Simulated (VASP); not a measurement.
A run of VASP 6.6.1 is set up as follows.

File INCAR:

```
SYSTEM = Ge
PREC = Accurate
ENCUT = 520
EDIFF = 1E-6
ISMEAR = 0
SIGMA = 0.15
LREAL = .False.
LASPH = .True.
NELM = 100
ALGO = Normal
ISIF = 2
LWAVE = .False.
LCHARG = .True.
GGA = PS
LELF = .True.
LVHAR = .True.
NBANDS = 36
```

Contents of KPOINTS:

```
regular mesh
0
Gamma
  12 12 8
  0 0 0
```

POSCAR

```
Ge
1.0
    3.9370133462      0.0000000000      0.0000000000
   -1.9685066731      3.4095535729      0.0000000000
    0.0000000000      0.0000000000      6.4974196560
Ge
4
Direct
    0.6666666667      0.3333333333      0.0629118565
    0.3333333333      0.6666666667      0.5629118565
    0.6666666667      0.3333333333      0.4370881435
    0.3333333333      0.6666666667      0.9370881435
```

Potentials or basis: VASP PAW PBE potentials, release 64 (Ge_d).

Run with:

```console
$ cat potpaw_PBE.64/Ge_d/POTCAR > POTCAR
$ mpirun -np 1 vasp_std > vasp.out
```

Q: What does it give for the largest force?

A: 0.011 eV/Å.

Q: Predict the band gap on the k mesh.

A: Zero (band 28 reaches 5.42 eV, above the bottom of band 29 at 5.32 eV).

Forces in eV/Å, atoms in the order of the input:
```
Ge   0.000  0.000  0.011
Ge   0.000  0.000  0.011
Ge   0.000  0.000 -0.011
Ge   0.000  0.000 -0.011
```

Caveat: the cell differs from its parent crystal (strain -0.015 along x and y, -0.015 along z); the PAW data sets were made with another functional, which shifts forces and pressure a little.
